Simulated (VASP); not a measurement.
# W16O (a cell with a defect) in VASP: notebook

W16O (a cell with a defect) is run at these levels: PBE; tasks: single point.

Program: VASP 6.6.1. These are calculated values, not measurements. Logs are shortened: lines on timing, memory, paths and dates and some standing lists are left out, and cuts for length are marked.

## (1) The cell of the first run

The cell holds a defect, 17 atoms: a = 6.320 Å, b = 6.320 Å, c = 6.320 Å, α = 90.00°, β = 90.00°, γ = 90.00°.

## (2) Single point, PBE

INCAR

```
SYSTEM = W16O
PREC = Accurate
ENCUT = 520
EDIFF = 1E-6
ISMEAR = -1
SIGMA = 0.1
LREAL = Auto
LASPH = .True.
NELM = 100
ALGO = Normal
ISIF = 2
LWAVE = .False.
LCHARG = .True.
GGA = PE
LELF = .True.
LVHAR = .True.
NBANDS = 129
```

KPOINTS

```
Automatic mesh
0
Gamma
  3 3 3
  0 0 0
```

POSCAR

```
W16O
1.0
    6.3200000000      0.0000000000      0.0000000000
    0.0000000000      6.3200000000      0.0000000000
    0.0000000000      0.0000000000      6.3200000000
W O
16 1
Direct
    0.0029253165      0.0001550633      0.0055854430
    0.4964723101      0.0001545886      0.0055773734
    0.0009512658      0.5001506329      0.0048776899
    0.0013822785      0.0001528481      0.4996949367
    0.2496924051      0.2469295886      0.2445503165
    0.4984340190      0.5001514241      0.0048689873
    0.4980007911      0.0001523734      0.4996803797
    0.7497004747      0.2489001582      0.2452577532
    0.0229539557      0.5001530063      0.4887216772
    0.2496928797      0.7533727848      0.2445549051
    0.2496965190      0.2484685127      0.7504416139
    0.4764159810      0.5001504747      0.4886803797
    0.7496996835      0.7514107595      0.2452643987
    0.7496976266      0.2268710443      0.7614183544
    0.2496969937      0.7518419304      0.7504493671
    0.7497003165      0.7734479430      0.7614382911
    0.7496659810      0.5001694620      0.6251077532
```

Potentials or basis: VASP PAW PBE potentials, release 64 (W_sv, O).

Launch:

```console
$ cat potpaw_PBE.64/W_sv/POTCAR potpaw_PBE.64/O/POTCAR > POTCAR
$ mpirun -np 1 vasp_std > vasp.out
```

OUTCAR:

```text
SYSTEM = W16O
   PREC = Accurate
   ENCUT = 520
   EDIFF = 1E-6
   ISMEAR = -1
   LREAL = Auto
   LASPH = .True.
   NELM = 100
   ISIF = 2
   GGA = PE

 ion  position               nearest neighbor table
   1  0.003  0.000  0.006-  16 2.64  14 2.64   5 2.67  10 2.67   8 2.71  13 2.71  15 2.74  11 2.74
                             2 3.12   4 3.12   3 3.16   3 3.16   4 3.20   2 3.20
   2  0.496  0.000  0.006-  16 2.64  14 2.64   5 2.67  10 2.67   8 2.71  13 2.71  15 2.74  11 2.74
                             1 3.12   7 3.12   6 3.16   6 3.16   7 3.20   1 3.20
   3  0.001  0.500  0.005-   5 2.71  10 2.71   8 2.71  13 2.71  11 2.75  15 2.75  16 2.81  14 2.81
                             9 3.06   6 3.14   1 3.16   1 3.16   6 3.18   9 3.27
   4  0.001  0.000  0.500-  14 2.71  16 2.71  11 2.73  15 2.73  10 2.74   5 2.74  13 2.75   8 2.75
                             1 3.12   7 3.14   9 3.16   9 3.16   7 3.18   1 3.20
   5  0.250  0.247  0.245-  12 2.64   9 2.64   1 2.67   2 2.67   3 2.71   6 2.71   7 2.74   4 2.74
                            10 3.12  11 3.12   8 3.16   8 3.16  11 3.20  10 3.20
   6  0.498  0.500  0.005-   5 2.71  10 2.71   8 2.71  13 2.71  15 2.75  11 2.75  14 2.81  16 2.81
                            12 3.06   3 3.14   2 3.16   2 3.16   3 3.18  12 3.27
   7  0.498  0.000  0.500-  14 2.71  16 2.71  11 2.73  15 2.73  10 2.74   5 2.74  13 2.75   8 2.75
                             2 3.12   4 3.14  12 3.16  12 3.16   4 3.18   2 3.20
   8  0.750  0.249  0.245-   1 2.71   2 2.71   3 2.71   6 2.71   4 2.75   7 2.75  12 2.81   9 2.81
                            14 3.06  13 3.14   5 3.16   5 3.16  13 3.18  14 3.27
   9  0.023  0.500  0.489-  17 1.93  10 2.64   5 2.64  11 2.71  15 2.71  13 2.81   8 2.81  12 2.87
                            14 2.99  16 2.99   3 3.06   4 3.16   4 3.16   3 3.27  12 3.45
  10  0.250  0.753  0.245-  12 2.64   9 2.64   1 2.67   2 2.67   3 2.71   6 2.71   7 2.74   4 2.74
                             5 3.12  15 3.12  13 3.16  13 3.16  15 3.20   5 3.20
  11  0.250  0.248  0.750-   9 2.71  12 2.71   4 2.73   7 2.73   2 2.74   1 2.74   6 2.75   3 2.75
                             5 3.12  15 3.14  14 3.16  14 3.16  15 3.18   5 3.20
  12  0.476  0.500  0.489-  17 1.93  10 2.64   5 2.64  11 2.71  15 2.71   8 2.81  13 2.81   9 2.87
                            14 2.99  16 2.99   6 3.06   7 3.16   7 3.16   6 3.27   9 3.45
  13  0.750  0.751  0.245-   1 2.71   2 2.71   3 2.71   6 2.71   4 2.75   7 2.75  12 2.81   9 2.81
                            16 3.06   8 3.14  10 3.16  10 3.16   8 3.18  16 3.27
  14  0.750  0.227  0.761-  17 1.93   2 2.64   1 2.64   4 2.71   7 2.71   3 2.81   6 2.81  16 2.87
                             9 2.99  12 2.99   8 3.06  11 3.16  11 3.16   8 3.27  16 3.45
  15  0.250  0.752  0.750-   9 2.71  12 2.71   4 2.73   7 2.73   2 2.74   1 2.74   6 2.75   3 2.75
                            10 3.12  11 3.14  16 3.16  16 3.16  11 3.18  10 3.20
  16  0.750  0.773  0.761-  17 1.93   2 2.64   1 2.64   4 2.71   7 2.71   3 2.81   6 2.81  14 2.87
                             9 2.99  12 2.99  13 3.06  15 3.16  15 3.16  13 3.27  14 3.45
  17  0.750  0.500  0.625-  16 1.93  14 1.93  12 1.93   9 1.93

  LATTYP: Found a simple cubic cell.
 ALAT       =     6.3200000000

  Lattice vectors:

 A1 = (   6.3200000000,   0.0000000000,   0.0000000000)
 A2 = (   0.0000000000,   6.3200000000,   0.0000000000)
 A3 = (   0.0000000000,   0.0000000000,   6.3200000000)

Analysis of symmetry for initial positions (statically):
=====================================================================
 Subroutine PRICEL returns:
 Original cell was already a primitive cell.

 Routine SETGRP: Setting up the symmetry group for a
 simple cubic supercell.

 Subroutine GETGRP returns: Found  1 space group operations
 (whereof  1 operations were pure point group operations)
 out of a pool of 48 trial point group operations.

The static configuration has the point symmetry C_1 .

Analysis of symmetry for dynamics (positions and initial velocities):
=====================================================================
 Subroutine PRICEL returns:
 Original cell was already a primitive cell.

 Routine SETGRP: Setting up the symmetry group for a
 simple cubic supercell.

 Subroutine GETGRP returns: Found  1 space group operations
 (whereof  1 operations were pure point group operations)
 out of a pool of 48 trial point group operations.

The dynamic configuration has the point symmetry C_1 .

 Subroutine INISYM returns: Found  1 space group operations
 (whereof  1 operations are pure point group operations),
 and found     1 'primitive' translations

----------------------------------------------------------------------------------------

                                     Primitive cell

  volume of cell :     252.4360

  direct lattice vectors                    reciprocal lattice vectors
     6.320000000  0.000000000  0.000000000     0.158227848  0.000000000  0.000000000
     0.000000000  6.320000000  0.000000000     0.000000000  0.158227848  0.000000000
     0.000000000  0.000000000  6.320000000     0.000000000  0.000000000  0.158227848

  length of vectors
     6.320000000  6.320000000  6.320000000     0.158227848  0.158227848  0.158227848

  position of ions in fractional coordinates (direct lattice)
     0.002925316  0.000155063  0.005585443
     0.496472310  0.000154589  0.005577373
     0.000951266  0.500150633  0.004877690
     0.001382279  0.000152848  0.499694937
     0.249692405  0.246929589  0.244550317
     0.498434019  0.500151424  0.004868987
[... 9 lines left out ...]
     0.749700316  0.773447943  0.761438291
     0.749665981  0.500169462  0.625107753

  ion indices of the primitive-cell ions
   primitive index   ion index
                 1           1
                 2           2
                 3           3
                 4           4
                 5           5
                 6           6
[... 9 lines left out ...]
                16          16
                17          17

----------------------------------------------------------------------------------------

 KPOINTS: Automatic mesh

Automatic generation of k-mesh.
 Grid dimensions read from file:
 generate k-points for:    3    3    3

 Generating k-lattice:

  Cartesian coordinates                     Fractional coordinates (reciprocal lattice)
     0.052742616  0.000000000  0.000000000     0.333333333  0.000000000  0.000000000
     0.000000000  0.052742616  0.000000000     0.000000000  0.333333333  0.000000000
     0.000000000  0.000000000  0.052742616     0.000000000  0.000000000  0.333333333

  Length of vectors
     0.052742616  0.052742616  0.052742616

  Shift w.r.t. Gamma in fractional coordinates (k-lattice)
     0.000000000  0.000000000  0.000000000

 Subroutine IBZKPT returns following result:
 ===========================================

 Found     14 irreducible k-points:

 Following reciprocal coordinates:
            Coordinates               Weight
  0.000000  0.000000  0.000000      1.000000
  0.333333  0.000000  0.000000      2.000000
  0.000000  0.333333  0.000000      2.000000
  0.000000  0.000000  0.333333      2.000000
  0.333333  0.333333  0.000000      2.000000
  0.000000  0.333333  0.333333      2.000000
  0.333333  0.000000  0.333333      2.000000
 -0.333333  0.333333  0.000000      2.000000
 -0.333333  0.000000  0.333333      2.000000
  0.000000 -0.333333  0.333333      2.000000
  0.333333  0.333333  0.333333      2.000000
 -0.333333  0.333333  0.333333      2.000000
 -0.333333 -0.333333  0.333333      2.000000
  0.333333 -0.333333  0.333333      2.000000
   k-points           NKPTS =     14   k-points in BZ     NKDIM =     14   number of bands    NBANDS=    129
   number of dos      NEDOS =    301   number of ions     NIONS =     17
   total plane-waves  NPLWV = 110592
   dimension x,y,z NGX =    48 NGY =   48 NGZ =   48
   dimension x,y,z NGXF=    96 NGYF=   96 NGZF=   96
   ions per type =              16   1
   NGX,Y,Z   is equivalent  to a cutoff of  12.63, 12.63, 12.63 a.u.
   NGXF,Y,Z  is equivalent  to a cutoff of  25.25, 25.25, 25.25 a.u.
 SYSTEM =  W16O
   PREC   = accura    normal or accurate (medium, high low for compatibility)
   ISTART =      0    job   : 0-new  1-cont  2-samecut
   ICHARG =      2    charge: 1-file 2-atom 10-const
   ISPIN  =      1    spin polarized calculation?
   LNONCOLLINEAR =      F non collinear calculations
   LSORBIT =      F    spin-orbit coupling
   LASPH  =      T    aspherical Exc in radial PAW
   ENCUT  =  520.0 eV  38.22 Ry    6.18 a.u.  11.75 11.75 11.75*2*pi/ulx,y,z
   NELM   =    100;   NELMIN=  2; NELMDL= -5     # of ELM steps
   EDIFF  = 0.1E-05   stopping-criterion for ELM
   LREAL  =      T    real-space projection
   EDIFFG = 0.1E-04   stopping-criterion for IOM
   NSW    =      0    number of steps for IOM
   IBRION =     -1    ionic relax: 0-MD 1-quasi-New 2-CG
   NFREE  =      0    steps in history (QN), initial steepest desc. (CG)
   ISIF   =      2    stress and relaxation
   ISYM   =      2    0-nonsym 1-usesym 2-fastsym
   POTIM  = 0.5000    time-step for ionic-motion
   TEBEG  =    0.0;   TEEND  =   0.0 temperature during run
   PSTRESS=    0.0 pullay stress
   NELECT =     230.0000    total number of electrons
   NUPDOWN=      -1.0000    fix difference up-down
   EMIN   =  10.00;   EMAX   =-10.00  energy-range for DOS
   EFERMI =   0.00;   METHOD = LEGACY
   ISMEAR =    -1;   SIGMA  =   0.10  broadening in eV -4-tet -1-fermi 0-gaus
   EFERMI_NEDOS =   21; number of points for ismear=-14 and -15
   IALGO  =     38    algorithm
   IMIX   =      4    mixing-type and parameters
     AMIX     =   0.40;   BMIX     =  1.00
     AMIX_MAG =   1.60;   BMIX_MAG =  1.00
  volume/ion in A,a.u.               =      14.85       100.21
  Fermi-wavevector in a.u.,A,eV,Ry     =   1.587086  2.999157 34.270910  2.518841
  Thomas-Fermi vector in A             =   2.686297
   LORBIT       =      0    0 simple, 1 ext, 2 COOP (PROOUT), +10 PAW based schemes
   GGA     = PE    functional components
   LHFCALC =     F    Hartree Fock is set to
   AEXX    =    0.0000 exact exchange contribution
   IVDW    =     0    specifies the selected vdW correction
   LEPSILON=     F    determine dielectric tensor
   LRPA    =     F    only Hartree local field effects (RPA)
 non-spin polarized calculation
  energy-cutoff  :      520.00
  volume of cell :      252.44
 maximum number of plane-waves:      6859
   NGX = 23   NGY = 23   NGZ = 23

 number of electron     229.9999994 magnetization

 Free energy of the ion-electron system (eV)
  ---------------------------------------------------
  ext. energy  EPLUGINS =         0.00000000
  ---------------------------------------------------
  free energy    TOTEN  =      -210.77509505 eV

  energy without entropy =     -210.49788990  energy(sigma->0) =     -210.63649247

 E-fermi :  11.8437     XC(G=0): -13.7760

 val. band max:       11.7937033469   @ k =   0.0000   0.0000   0.0000
 cond. band min:      11.9331705894   @ k =  -0.3333   0.3333   0.0000
 fundamental gap:      0.1394672425
 Fermi energy:        11.8436599955

 k-point     1 :       0.0000    0.0000    0.0000
  band No.  band energies     occupation
      1     -62.4263      2.00000
      2     -62.3898      2.00000
      3     -62.3729      2.00000
      4     -62.3729      2.00000
      5     -62.2450      2.00000
      6     -62.2032      2.00000
[... 119 lines left out ...]
    126      13.4867      0.00000
    127      13.6235      0.00000

 k-point     2 :       0.3333    0.0000    0.0000
  band No.  band energies     occupation
      1     -62.4178      2.00000
      2     -62.3986      2.00000
      3     -62.3728      2.00000
      4     -62.3718      2.00000
      5     -62.2458      2.00000
      6     -62.2078      2.00000
[... 1679 lines left out ...]
    126      13.7650      0.00000
    127      13.8005      0.00000
 [bands above 127 left out]

------------------------ aborting loop because EDIFF is reached ----------------------------------------

  FORCE on cell =-STRESS in cart. coord.  units (eV):
  Direction    XX          YY          ZZ          XY          YZ          ZX
  --------------------------------------------------------------------------------------
  -------------------------------------------------------------------------------------
  Total       32.1015710     32.1185859     31.8438925      0.0000702      0.0019784      0.0032544
  in kB      203.7443779    203.8523692    202.1089273      0.0004456      0.0125567      0.0206550
  external PRESSURE =     203.2352248 kB  Pullay stress =       0.0000000 kB

 VOLUME and BASIS-vectors are now :
 -----------------------------------------------------------------------------
  energy-cutoff  :      520.00
  volume of cell :      252.44
      direct lattice vectors                 reciprocal lattice vectors
     6.320000000  0.000000000  0.000000000     0.158227848  0.000000000  0.000000000
     0.000000000  6.320000000  0.000000000     0.000000000  0.158227848  0.000000000
     0.000000000  0.000000000  6.320000000     0.000000000  0.000000000  0.158227848

 POSITION                                       TOTAL-FORCE (eV/Angst)
 -----------------------------------------------------------------------------------
      0.01849      0.00098      0.03530         0.008449     -0.000157     -0.007772
      3.13770      0.00098      0.03525        -0.007921     -0.000078     -0.007131
      0.00601      3.16095      0.03083        -0.001099      0.000267     -0.018930
      0.00874      0.00097      3.15807         0.017051      0.000289     -0.028053
      1.57806      1.56059      1.54556        -0.000010     -0.007627      0.008149
      3.15010      3.16096      0.03077         0.000815      0.000565     -0.017383
[... 9 lines left out ...]
      4.73811      4.88819      4.81229        -0.000622      0.117283      0.074638
      4.73789      3.16107      3.95068         0.003895     -0.002097     -0.001989
 -----------------------------------------------------------------------------------
    total drift:                                0.000668     -0.000607     -0.001809

  FREE ENERGIE OF THE ION-ELECTRON SYSTEM (eV)
  ---------------------------------------------------
  free  energy   TOTEN  =      -210.7750950511 eV

  energy  without entropy=     -210.4978898966  energy(sigma->0) =     -210.63649247
```

Wall time 17 min (1 thread of Intel Xeon 8259CL, shared host); peak memory 0.5 GiB.

Results:

```
Free energy            : -210.7751 eV
Pressure               : 20.3 GPa
Largest force          : 0.139 eV/Å
Band gap on the k mesh : zero (bands 115 and 116 overlap by 0.15 eV)
```

Forces in eV/Å, atoms in the order of the input:
```
W    0.008  0.000 -0.008
W   -0.008  0.000 -0.007
W   -0.001  0.000 -0.019
W    0.017  0.000 -0.028
W    0.000 -0.008  0.008
W    0.001  0.001 -0.017
W   -0.016  0.000 -0.028
W   -0.001  0.001  0.018
W    0.116  0.000 -0.075
W    0.000  0.008  0.008
W   -0.001 -0.017  0.028
W   -0.118  0.001 -0.073
W   -0.001 -0.001  0.018
W   -0.001 -0.117  0.076
W    0.000  0.017  0.027
W   -0.001  0.117  0.075
O    0.004 -0.002 -0.002
```

Stress tensor (GPa, compression positive):
```
20.37  0.00  0.00
 0.00 20.39  0.00
 0.00  0.00 20.21
```

Caveat: spin-orbit coupling is left out, which moves the levels of the heavy elements.

## (3) Single point, PBE

INCAR

```
  PREC = Accurate
  ENCUT = 520
  EDIFF = 1E-6
  ISMEAR = -1
  SIGMA = 0.1
  LREAL = Auto
  LASPH = True
  NELM = 60
  ALGO = Normal
  ISIF = 2
  LWAVE = False
  LCHARG = False
  GGA = PE
  NBANDS = 129
```

KPOINTS

```
regular mesh
0
Gamma
  3 3 3
```

POSCAR

```
W16O
1.0
    6.3200000000      0.0000000000      0.0000000000
    0.0000000000      6.3200000000      0.0000000000
    0.0000000000      0.0000000000      6.3200000000
W O
16 1
Direct
    0.0026166139     -0.0060156646      0.0009905063
    0.4960316456     -0.0060170886      0.0009863924
    0.0010441456      0.5000063291      0.0010125000
    0.0005700949     -0.0052580696      0.5009928797
    0.2493207278      0.2489300633      0.2492734177
    0.4976082278      0.5000058544      0.0010136076
    0.4981030063     -0.0052781646      0.5009916139
    0.7493238924      0.2380474684      0.2277316456
    0.0225485759      0.5108702532      0.5010098101
    0.2493275316      0.7549661392      0.2477109177
    0.2493242089      0.2489202532      0.7527330696
    0.4761158228      0.5108371835      0.5010180380
    0.7493292722      0.7542321203      0.2497768987
    0.7493257911      0.2381115506      0.7742007911
    0.2493299051      0.7549533228      0.7542876582
    0.7493302215      0.7542166139      0.7522337025
    0.7493492089      0.3744215190      0.5009455696
```

Potentials or basis: VASP PAW PBE potentials, release 64 (W_sv, O).

Launch:

```console
$ cat potpaw_PBE.64/W_sv/POTCAR potpaw_PBE.64/O/POTCAR > POTCAR
$ mpirun -np 1 vasp_std > vasp.out
```

Wall time 28 min (1 thread of Intel Xeon 8259CL, shared host); peak memory 0.5 GiB.

It converged, with:

| Property | Result |
| --- | --- |
| Free energy | -210.7751 eV |
| Pressure | 20.3 GPa |
| Largest force | 0.155 eV/Å |
| Band gap on the k mesh | zero (bands 115 and 116 overlap by 0.15 eV) |

Forces in eV/Å, atoms in the order of the input:
```
W   -0.007  0.008 -0.001
W    0.008  0.007  0.000
W    0.012  0.005 -0.003
W    0.003  0.005  0.001
W    0.002 -0.002 -0.011
W   -0.011  0.005 -0.001
W   -0.004  0.007  0.001
W    0.000 -0.072 -0.134
W    0.136  0.073  0.001
W    0.001 -0.010  0.008
W    0.001 -0.003  0.008
W   -0.135  0.073 -0.001
W    0.000 -0.008 -0.003
W    0.000 -0.074  0.137
W   -0.001 -0.007 -0.009
W    0.001 -0.007  0.002
O   -0.006 -0.001  0.005
```

Stress tensor (GPa, compression positive):
```
20.36  0.00  0.00
 0.00 20.20  0.01
 0.00  0.01 20.37
```

Levels at points of the mesh, in eV from the Fermi level:
```
           k point  band 111  band 112  band 113  band 114  band 115  band 116  band 117  band 118  band 119  band 120
(0.00, 0.00, 0.00)     -0.57     -0.57     -0.51     -0.05      0.23      0.23      0.59      0.66      0.75      0.75
```

Caveat: spin-orbit coupling is left out, which moves the levels of the heavy elements.

The gap in the log of VASP goes by the Fermi energy; the results here count the filled bands.